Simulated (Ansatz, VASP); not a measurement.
# Two plane-wave programs on K

INCAR

```
SYSTEM = K
ALGO = Normal ; EDIFF = 1E-6
ENCUT = 520 ; GGA = PS
ISIF = 2 ; ISMEAR = 0
LASPH = .True. ; LCHARG = .False.
LREAL = .False. ; LWAVE = .False.
NBANDS = 10 ; NELM = 100
PREC = Accurate ; SIGMA = 0.15
```

File KPOINTS:

```
k-points
0
Gamma
  14 14 14
  0 0 0
```

The input POSCAR:

```
K
1.0
   -2.5394600000      2.5394600000      2.6180000000
    2.5394600000     -2.5394600000      2.6180000000
    2.5394600000      2.5394600000     -2.6180000000
K
1
Direct
    0.0000000000      0.0000000000      0.0000000000
```

Input for Ansatz:

```yaml
crystal:
  lattice:
    - [-2.53946, 2.53946, 2.618]
    - [2.53946, -2.53946, 2.618]
    - [2.53946, 2.53946, -2.618]
  atoms:
    - { symbol: K, position: [0.0, 0.0, 0.0] }
basis:
  ecutwfc: 420
kpoints:
  mp_grid: { grid: [14, 14, 14] }
hamiltonian:
  xc: pbesol
scf:
  occupations: { method: gaussian, width: 0.15 }
output:
  forces: true
  stress: true
  eigenvalues: true
```

Change from the starting cell: strain -0.030 along x and y, +0.000 along z, atoms carried along.

Alike in both runs: task single point; functional PBEsol; k mesh 14 × 14 × 14; occupations gaussian, width 0.15 eV; no spin polarisation.

```csv
,VASP,Ansatz
version,VASP 6.6.1,Ansatz 0.2.0
potentials or method,"VASP PAW PBE potentials, release 64 (K_sv), cutoff 520 eV","scalar-relativistic, plane waves, PAW"
valence electrons in the cell,9,9
```

|  | VASP | Ansatz | Ansatz less VASP |
| --- | --- | --- | --- |
| gap on the k mesh at the Fermi level (eV) | none | none | - |
| pressure (GPa) | 0.2 | 0.2 | +0.01 |

VASP's potentials were made for PBE, not for PBEsol. A gap of «none» marks a metal or a gap that the smearing closes.
